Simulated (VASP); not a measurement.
# WC (P1) in VASP: notebook, part 3 of 3

VASP 6.6.1.

## (4) Single point, PBE

File INCAR:

```
ALGO = Normal
EDIFF = 1E-7
ENCUT = 520
GGA = PE
ISIF = 2
ISMEAR = -1
LASPH = T
LCHARG = F
LREAL = Auto
LWAVE = F
NBANDS = 86
NELM = 100
PREC = Accurate
SIGMA = 0.3
```

File KPOINTS:

```
k-points
0
Gamma
  3 3 3
```

File POSCAR:

```
WC
1.0
   -2.9993780000     -5.1950750000      0.0000000000
    4.4990670000     -2.5975380000      0.0000000000
    0.0000000000      0.0000000000      5.8881830000
W C
8 8
Direct
    0.7432038311      0.4375683271     -0.0283788734
    0.8225118498      0.5073994113      0.4880622766
    0.5249671423     -0.0171869196      0.0321661198
    0.5516753514      0.0118208758      0.5265461349
    0.2587690539      0.4854887041     -0.0281750754
    0.2752022398      0.5114472720      0.4955858199
    0.0161863158     -0.0210157174     -0.0265616745
    0.0697681572      0.0112603515      0.5107348056
    0.5064946314      0.6712211342      0.2222077677
    0.4995229836      0.6758864110      0.7350484861
    0.3517116128      0.1997783260      0.2834320876
    0.3064010786      0.1684377348      0.7551056073
   -0.0134406390      0.6473534275      0.2235324547
    0.0338831102      0.6225798049      0.7580606785
    0.7316136157      0.1487610172      0.2546795845
    0.7406443880      0.1366666651      0.7683864445
```

Potentials or basis: VASP PAW PBE potentials, release 64 (W_sv, C).

Started as:

```bash
cat potpaw_PBE.64/W_sv/POTCAR potpaw_PBE.64/C/POTCAR > POTCAR
mpirun -np 1 vasp_std > vasp.out
```

OUTCAR:

```text
EDIFF = 1E-7
   ENCUT = 520
   GGA = PE
   ISIF = 2
   ISMEAR = -1
   LASPH = T
   LREAL = Auto
   NELM = 100
   PREC = Accurate

 ion  position               nearest neighbor table
   1  0.743  0.438  0.972-  16 1.97  15 2.24  13 2.35  14 2.35  10 2.37   9 2.38   3 2.72   7 2.89
                             2 2.91   5 2.92   2 3.10   5 3.10   3 3.14   7 3.25
   2  0.823  0.507  0.488-  13 1.98  14 2.12  15 2.38  10 2.58  16 2.58   9 2.60   6 2.72   1 2.91
                             8 2.98   8 3.01   4 3.05   4 3.09   1 3.10   6 3.28
   3  0.525  0.983  0.032-   9 1.97  15 2.00  11 2.13  16 2.17  12 2.30  10 2.37   1 2.72   4 2.92
                             7 2.97   4 2.99   5 3.06   7 3.07   5 3.08   1 3.14
   4  0.552  0.012  0.527-  16 1.93  15 2.06  11 2.11  12 2.15  10 2.16   9 2.53   8 2.89   3 2.92
                             3 2.99   2 3.05   6 3.09   6 3.09   2 3.09   8 3.11
   5  0.259  0.485  0.972-  14 1.98  12 2.10  10 2.24   9 2.30  13 2.36  11 2.42   6 2.81   1 2.92
                             7 2.95   7 3.01   3 3.06   3 3.08   6 3.09   1 3.10
   6  0.275  0.511  0.496-  11 2.10  10 2.13  14 2.19   9 2.28  12 2.35  13 2.46   2 2.72   5 2.81
                             8 2.88   8 2.88   4 3.09   5 3.09   4 3.09   2 3.28
   7  0.016  0.979  0.973-  16 2.20  14 2.25  13 2.27  12 2.38  15 2.54   8 2.75   1 2.89   5 2.95
                             3 2.97   5 3.01   3 3.07   8 3.18   1 3.25
   8  0.070  0.011  0.511-  12 2.18  11 2.37  14 2.50  16 2.57  13 2.59  15 2.63   7 2.75   6 2.88
                             6 2.88   4 2.89   2 2.98   2 3.01   4 3.11   7 3.18
   9  0.506  0.671  0.222-   3 1.97   6 2.28   5 2.30   1 2.38   4 2.53   2 2.60
  10  0.500  0.676  0.735-   6 2.13   4 2.16   5 2.24   1 2.37   3 2.37   2 2.58
  11  0.352  0.200  0.283-   6 2.10   4 2.11   3 2.13   8 2.37   5 2.42
  12  0.306  0.168  0.755-   5 2.10   4 2.15   8 2.18   3 2.30   6 2.35   7 2.38
  13  0.987  0.647  0.224-   2 1.98   7 2.27   1 2.35   5 2.36   6 2.46   8 2.59
  14  0.034  0.623  0.758-   5 1.98   2 2.12   6 2.19   7 2.25   1 2.35   8 2.50
  15  0.732  0.149  0.255-   3 2.00   4 2.06   1 2.24   2 2.38   7 2.54   8 2.63
  16  0.741  0.137  0.768-   4 1.93   1 1.97   3 2.17   7 2.20   8 2.57   2 2.58

  LATTYP: Found a simple orthorhombic cell.
 ALAT       =     5.1950753153
 B/A-ratio  =     1.1334162919
 C/A-ratio  =     1.1547004731

  Lattice vectors:

 A1 = (   4.4990670000,  -2.5975380000,   0.0000000000)
 A2 = (   0.0000000000,   0.0000000000,   5.8881830000)
 A3 = (  -2.9993780000,  -5.1950750000,   0.0000000000)
[... 177 lines left out ...]
  volume of cell :      183.50
 maximum number of plane-waves:      4954
 NGX is ok and might be reduce to    48
   NGX = 23   NGY = 19   NGZ = 21

 number of electron     144.0000003 magnetization

 Free energy of the ion-electron system (eV)
  ---------------------------------------------------
  ext. energy  EPLUGINS =         0.00000000
  ---------------------------------------------------
  free energy    TOTEN  =      -170.78984294 eV

  energy without entropy =     -169.09872002  energy(sigma->0) =     -169.94428148

 E-fermi :  10.0532     XC(G=0): -13.1921

 val. band max:       10.0298694407   @ k =   0.3333   0.0000   0.0000
 cond. band min:      10.1342967377   @ k =   0.0000   0.0000   0.3333
 fundamental gap:      0.1044272969
 Fermi energy:        10.0532460552

 k-point     1 :       0.0000    0.0000    0.0000
  band No.  band energies     occupation
      1     -64.4026      2.00000
      2     -64.3397      2.00000
      3     -64.2710      2.00000
      4     -64.2623      2.00000
      5     -64.2353      2.00000
      6     -64.2247      2.00000
[... 1207 lines left out ...]
     83      13.0493      0.00009
     84      13.1817      0.00006
 [bands above 84 left out]

------------------------ aborting loop because EDIFF is reached ----------------------------------------

  FORCE on cell =-STRESS in cart. coord.  units (eV):
  Direction    XX          YY          ZZ          XY          YZ          ZX
  --------------------------------------------------------------------------------------
  -------------------------------------------------------------------------------------
  Total       -6.7547233     -2.6058738     -9.7841885     -1.6395740     -4.7463037     -0.7893949
  in kB      -58.9771531    -22.7525260    -85.4281607    -14.3155241    -41.4411467     -6.8924011
  external PRESSURE =     -55.7192799 kB  Pullay stress =       0.0000000 kB

 VOLUME and BASIS-vectors are now :
 -----------------------------------------------------------------------------
  energy-cutoff  :      520.00
  volume of cell :      183.50
      direct lattice vectors                 reciprocal lattice vectors
    -2.999378000 -5.195075000  0.000000000    -0.083350627 -0.144367495  0.000000000
     4.499067000 -2.597538000  0.000000000     0.166701221 -0.096244997  0.000000000
     0.000000000  0.000000000  5.888183000     0.000000000  0.000000000  0.169831678

 POSITION                                       TOTAL-FORCE (eV/Angst)
 -----------------------------------------------------------------------------------
     -0.26050     -4.99760      5.72108         4.173617     -4.957001      3.415785
     -0.18420     -5.59100      2.87380         1.018929      4.509534     -0.310015
      2.84717     -5.28014      0.18940         0.798315      2.239232     -3.884574
     -1.60150     -2.89670      3.10040        -1.266078      3.839774     -2.503564
      1.40810     -2.60540      5.72228        -0.949200     -2.012606      4.362285
      1.47560     -2.75820      2.91810        -1.355705     -1.267983     -1.570515
[... 8 lines left out ...]
     -1.52510     -4.18720      1.49960        -0.772761     -5.403516     -0.184369
     -1.60660     -4.20270      4.52440        -1.813854     -3.463864      0.227256
 -----------------------------------------------------------------------------------
    total drift:                                0.004161     -0.000153     -0.000345

  FREE ENERGIE OF THE ION-ELECTRON SYSTEM (eV)
  ---------------------------------------------------
  free  energy   TOTEN  =      -170.7898429383 eV

  energy  without entropy=     -169.0987200199  energy(sigma->0) =     -169.94428148
```

OSZICAR:

```text
N       E                     dE             d eps       ncg     rms          rms(c)
DAV:   1     0.189320485933E+04    0.18932E+04   -0.78540E+04  2416   0.189E+03
DAV:   2    -0.568785080227E+01   -0.18989E+04   -0.18413E+04  2408   0.601E+02
DAV:   3    -0.186727043836E+03   -0.18104E+03   -0.17199E+03  2868   0.164E+02
[... 12 lines left out ...]
DAV:  16    -0.170789844319E+03    0.27051E-05   -0.24224E-05  3128   0.297E-02    0.772E-03
DAV:  17    -0.170789843581E+03    0.73839E-06   -0.53119E-06  3032   0.134E-02    0.419E-03
DAV:  18    -0.170789843130E+03    0.45045E-06   -0.11239E-06  2816   0.600E-03    0.185E-03
DAV:  19    -0.170789842990E+03    0.14018E-06   -0.39914E-07  1616   0.302E-03    0.910E-04
DAV:  20    -0.170789842938E+03    0.51659E-07   -0.25013E-07  1456   0.150E-03
   1 F= -.17078984E+03 E0= -.16994428E+03  d E =-.169112E+01
```

stdout:

```text
POSCAR found type information on POSCAR W C
 POSCAR found :  2 types and      16 ions
 scaLAPACK will be used
 LDA part: xc-table for (Slater+PW92), standard interpolation
 POSCAR, INCAR and KPOINTS ok, starting setup
 FFT: planning ... GRIDC
 FFT: planning ... GRID_SOFT
 FFT: planning ... GRID
 WAVECAR not read
 entering main loop
```

Wall time 9.1 min (1 thread of Intel Xeon 8259CL, shared host); peak memory 0.37 GiB.

Results:

```yaml
Free_energy: -170.7898 eV
Pressure: -5.6 GPa
Largest_force: 7.325 eV/Å
Band_gap_on_the_k_mesh: zero (bands 72 and 73 overlap by 0.11 eV)
```

Forces on the atoms (eV/Å):
```
W    4.174 -4.957  3.416
W    1.019  4.510 -0.310
W    0.798  2.239 -3.885
W   -1.266  3.840 -2.504
W   -0.949 -2.013  4.362
W   -1.356 -1.268 -1.571
W   -0.534  0.350  2.193
W    0.418  2.343 -1.498
C   -2.007  0.859  1.799
C   -2.091 -0.673  1.145
C    1.350  3.621 -0.408
C    0.589  2.017 -0.281
C   -0.295 -2.794 -0.763
C    2.737  0.794 -1.739
C   -0.773 -5.404 -0.184
C   -1.814 -3.464  0.227
```

Caveat: the k points lie up to 0.40 Å⁻¹ apart; so wide a smearing shifts energies and pressures; spin-orbit coupling is left out, which moves the levels of the heavy elements; forces of over 1 eV/Å act on the atoms, so gaps and moduli don't describe the material at rest.

## (5) Single point, PBE

File INCAR:

```
SYSTEM = WC
PREC     = Accurate       ! precision mode
ENCUT    = 520            ! plane-wave cutoff, eV
EDIFF    = 1E-6           ! SCF threshold, eV
ISMEAR   = -1             ! smearing method
SIGMA    = 0.3            ! smearing width, eV
LREAL    = Auto         
LASPH    = .TRUE.         ! aspherical terms in the spheres
NELM     = 100            ! most SCF steps
ALGO     = Normal         ! electronic algorithm
ISIF     = 2              ! what is computed and relaxed
LWAVE    = .FALSE.        ! write WAVECAR
LCHARG   = .TRUE.         ! write CHGCAR
GGA      = PE             ! functional
LELF     = .TRUE.         ! ELF
LVHAR    = .TRUE.       
NBANDS   = 86             ! bands
```

File KPOINTS:

```
regular mesh
0
G
  3 3 3
  0 0 0
```

File POSCAR:

```
WC
1.0
   -2.9993780000     -5.1950750000      0.0000000000
    4.4990670000     -2.5975380000      0.0000000000
    0.0000000000      0.0000000000      5.8881830000
W C
8 8
Direct
    0.7695587097      0.4590057147     -0.0137223996
    0.7832689915      0.5508519391      0.5003580901
    0.5173353654      0.0047752820     -0.0169831678
    0.5404123050     -0.0031115832      0.4936327556
    0.2689248130      0.4760336238      0.0162189253
    0.2828437591      0.5084065982      0.5145050689
    0.0500755408     -0.0466773499      0.0393839662
    0.0555464914      0.0230725446      0.4905078528
    0.5127032528      0.6343961663      0.2135123857
    0.5110532261      0.6665697139      0.7600137428
    0.2833217883      0.1747893816      0.2605387774
    0.3007768169      0.1588203437      0.7496540104
    0.1042689039      0.7096008698      0.2786088680
    0.0144140717      0.7195343500      0.7260304240
    0.7457897399      0.1889737002      0.2082476037
    0.7118402638      0.2356217471      0.7116286977
```

Started as:

```bash
cat potpaw_PBE.64/W_sv/POTCAR potpaw_PBE.64/C/POTCAR > POTCAR
mpirun -np 1 vasp_std > vasp.out
```

It took 7.6 min on 1 thread of Intel Xeon 8259CL, shared host; peak memory 0.37 GiB.

The run converged. Its results:

- Free energy: -171.8002 eV
- Pressure: -6.3 GPa
- Largest force: 6.444 eV/Å
- Band gap on the k mesh: zero (bands 72 and 73 overlap by 0.31 eV)

Forces in eV/Å, atoms in the order of the input:
```
W    4.105 -2.459 -0.972
W   -1.706  1.552 -1.297
W   -2.365  0.344  1.728
W    1.905 -0.083 -0.521
W    0.799 -1.254 -2.229
W   -0.320 -0.188 -0.574
W    4.471 -0.212 -4.636
W    1.274  1.875  3.086
C    0.342 -2.692  2.046
C    0.026 -1.035 -0.808
C   -0.858 -0.665 -0.708
C    1.606  1.616 -0.534
C   -1.177  3.371  0.630
C   -2.078  0.371  1.614
C   -3.234 -0.124  3.238
C   -2.788 -0.417 -0.062
```

Stress tensor (GPa, compression positive):
```
-4.91 -1.12 -6.32
-1.12 -6.06 -4.71
-6.32 -4.71 -7.83
```

Levels at points of the mesh, in eV from the Fermi level:
```
           k point  band 70  band 71  band 72  band 73  band 74  band 75
(0.00, 0.00, 0.00)    -0.62    -0.54     0.19     0.51     0.75     1.00
```

Caveat: the k points lie up to 0.40 Å⁻¹ apart; the atoms stand as in a frame of molecular dynamics; so wide a smearing shifts energies and pressures; spin-orbit coupling is left out, which moves the levels of the heavy elements; forces of over 1 eV/Å act on the atoms, so gaps and moduli don't describe the material at rest.

## (6) Overview

```tsv
cell	gap on the mesh (eV)	pressure (GPa)	largest force (eV/Å)
as given, atomic positions A	none	-16.6	5.74
as given, atomic positions B	none	-3.4	5.26
as given, atomic positions C	none	-5.6	7.33
as given, atomic positions D	none	-6.3	6.44
```

Alike in all rows: task single point; level PBE; potentials or basis VASP PAW PBE potentials, release 64 (W_sv, C); no spin polarisation; k mesh 3 × 3 × 3; cutoff (eV) 520; smearing fermi-dirac 0.3 eV.

Caveats: all runs use coarse meshes; so wide a smearing shifts energies and pressures; spin-orbit coupling is left out, which moves the levels of the heavy elements; forces of over 1 eV/Å act on the atoms, so gaps and moduli don't describe the material at rest; the atoms stand as in a frame of molecular dynamics (at least some runs).

Absolute energies hang on the potentials; compare differences alone.

The gap in the log of VASP goes by the Fermi energy; the results here count the filled bands.